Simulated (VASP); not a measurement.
Wanted: the native input for a VASP 6.6.1 run.

```yaml
Task: relaxation of shape and atoms at fixed volume
Functional: PBE
Potentials_or_basis: VASP PAW PBE potentials, release 64 (Pr_3, H, Rh_pv), 4f in core
Cutoff: 500 eV
k_mesh: 6 × 6 × 6
Occupations: gaussian, width 0.1 eV
Spin: no spin polarisation
Dipole_correction: no
Further_INCAR_settings: ALGO = Normal; EDIFF = 1e-07; IBRION = 2; EDIFFG = -0.01; NSW = 50; ISIF = 4
```

The structure of PrHRh3 lies in POSCAR:

```
PrHRh3
1.0
    3.0485825039      1.7600999293      2.4931570425
   -3.0485825039      1.7600999293      2.4931570425
    0.0000000000     -3.5201998585      2.4931570426
Pr H Rh
1 1 3
Direct
    0.9840217526      0.9840217526      0.9840217526
    0.6073184285      0.6073184285      0.6073184285
    0.4810362081      0.0002532226      0.4810362081
    0.4810362081      0.4810362081      0.0002532226
    0.0002532226      0.4810362081      0.4810362081
```

One way to write it, as run:

INCAR

```
SYSTEM = PrHRh3
ALGO = Normal
EDIFF = 1E-7
EDIFFG = -0.01
ENCUT = 500
GGA = PE
GGA_COMPAT = .False.
IBRION = 2
ISIF = 4
ISMEAR = 0
LASPH = .True.
LCHARG = .False.
LMAXMIX = 6
LREAL = .False.
LWAVE = .False.
NELM = 200
NELMIN = 4
NSW = 50
PREC = Accurate
SIGMA = 0.1
```

KPOINTS

```
k-points
0
Gamma
  6 6 6
  0 0 0
```

Potentials or basis: VASP PAW PBE potentials, release 64 (Pr_3, H, Rh_pv), 4f in core.

The run is started by

```console
$ cat potpaw_PBE.64/Pr_3/POTCAR potpaw_PBE.64/H/POTCAR potpaw_PBE.64/Rh_pv/POTCAR > POTCAR
$ mpirun -np 1 vasp_std > vasp.out
```

Results of the run:

| Item | Value |
| --- | --- |
| Energy gained by relaxing | 0.6 meV/atom |
| Ionic steps | 10 |
| Pressure after relaxing | -10.1 GPa |
| Largest force after relaxing | 0.006 eV/Å |
| Band gap on the k mesh | zero (an odd number of electrons rules out a gap without spin polarisation) |

Caveat: spin-orbit coupling is left out, which moves the levels of the heavy elements; the 4f electrons are frozen in the core, so they carry no moment and show no levels.

Wall time 2.6 min on 1 thread of Intel(R) Xeon(R) 6975P-C (Granite Rapids), on a shared host, peak memory 0.23 GiB.
